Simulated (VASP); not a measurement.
HgH3:

```xyz
4
Lattice="3.7204 0.0000 0.0000 -1.8602 3.2220 0.0000 0.0000 0.0000 4.4736" Properties=species:S:1:pos:R:3 pbc="T T T"
Hg    0.0000    0.0000    0.0000
H     2.6866    0.5969    2.2368
H     1.8602    2.0283    2.2368
H     1.0338    0.5969    2.2368
```

The cell was generated, and may not be a known phase.

```yaml
Program: VASP 6.6.1
Task: relaxation of cell and atoms
Functional: PBE
Potentials_or_basis: VASP PAW PBE potentials, release 64 (Hg, H)
Cutoff: 600 eV
k_mesh: 6 × 6 × 4
Occupations: gaussian, width 0.1 eV
Spin: no spin polarisation
```

At the start: pressure -8.3 GPa; volume 13.41 Å³/atom.

Q: Where does the relaxation end?

A: Over 11 steps the energy falls by 346.7 meV/atom and the volume is 10.01 Å³/atom (-25.3 %); space group P-6m2 (No. 187, to 0.1 Å) before and after.

Step by step:
```csv
step,energy change (eV),largest force (eV/Å),pressure (GPa),volume (Å³)
1,0.0000,0.9341,-8.30,53.63
2,-0.4472,1.0422,-7.60,48.40
3,-1.2449,0.3043,6.08,34.61
4,-1.2457,0.5921,2.26,36.21
5,-1.2521,0.4560,4.09,35.38
6,-1.3307,0.1382,4.63,36.22
7,-1.3318,0.2551,4.82,36.34
8,-1.3824,0.0443,0.83,39.04
9,-1.3856,0.0326,-0.39,40.15
10,-1.3857,0.0227,-0.17,40.00
11,-1.3869,0.0291,-0.09,40.05
```

Final structure:
```
Hg H
1.0
     3.14933    0.00000    0.00000
    -1.57467    2.72740    0.00000
     0.00000    0.00000    4.66231
Hg H
1 3
Direct
  0.00000 0.00000 0.00000
  0.77776 0.22224 0.50000
  0.77776 0.55553 0.50000
  0.44447 0.22224 0.50000
```

Caveat: the volume moved by over 15 % at a fixed basis, so the end points are rough.
